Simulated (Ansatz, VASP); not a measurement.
## Two plane-wave programs on CsH

Contents of INCAR:

```
ALGO     = Normal         # electronic algorithm
EDIFF    = 1E-6           # SCF threshold, eV
ENCUT    = 520            # plane-wave cutoff, eV
ISIF     = 2              # what is computed and relaxed
ISMEAR   = 0              # smearing method
LASPH    = True           # aspherical terms in the spheres
LCHARG   = False          # write CHGCAR
LREAL    = False          # projectors in reciprocal space
LWAVE    = False          # write WAVECAR
NBANDS   = 12             # bands
NELM     = 100            # most SCF steps
PREC     = Accurate       # precision mode
SIGMA    = 0.05           # smearing width, eV
```

The input KPOINTS:

```
k-points
0
Gamma
  8 8 8
```

Contents of POSCAR:

```
CsH
1.0
    0.0996250000      3.1880000000      3.1880000000
    3.2876250000      0.0000000000      3.2876250000
    3.1880000000      3.1880000000      0.0996250000
Cs H
1 1
Direct
    0.0000000000      0.0000000000      0.0000000000
    0.5000000000      0.5000000000      0.5000000000
```

Input for Ansatz:

```yaml
crystal:
  lattice:
    - [0.099625, 3.188, 3.188]
    - [3.287625, 0.0, 3.287625]
    - [3.188, 3.188, 0.099625]
  atoms:
    - { symbol: Cs, position: [0.0, 0.0, 0.0] }
    - { symbol: H, position: [0.5, 0.5, 0.5] }
basis:
  ecutwfc: 420
kpoints:
  mp_grid: { grid: [8, 8, 8] }
hamiltonian:
  xc: lda
scf:
  occupations: { method: gaussian, width: 0.05 }
output:
  forces: true
  stress: true
  eigenvalues: true
```

Change from the starting cell: strain +0.0625 x Voigt [0, 0, 0, 0, 1, 0], atoms carried along.

Alike in both runs: task single point; functional LDA; k mesh 8 × 8 × 8; occupations gaussian, width 0.05 eV; no spin polarisation.

|  | VASP | Ansatz |
| --- | --- | --- |
| version | VASP 6.6.1 | Ansatz 0.2.0 |
| potentials or method | VASP PAW LDA potentials, release 64 (Cs_sv, H), cutoff 520 eV | scalar-relativistic, plane waves, PAW |
| valence electrons in the cell | 10 | 10 |

VASP gave:

| Property | Result |
| --- | --- |
| gap on the k mesh at the Fermi level (eV) | 1.90 |
| least direct gap on the mesh (eV) | 1.93 |
| pressure (GPa) | -1.2 |
| traceless stress, the component that is largest in VASP (GPa) | -0.34 |

What did Ansatz give for the same quantities?

gap on the k mesh at the Fermi level (eV): 1.92; least direct gap on the mesh (eV): 1.95; pressure (GPa): -1.3; traceless stress, the component that is largest in VASP (GPa): -0.34.

LDA's correlation is that of Perdew and Zunger in VASP and of Perdew and Wang (1992) in Ansatz.

Neither program's run includes spin-orbit coupling.
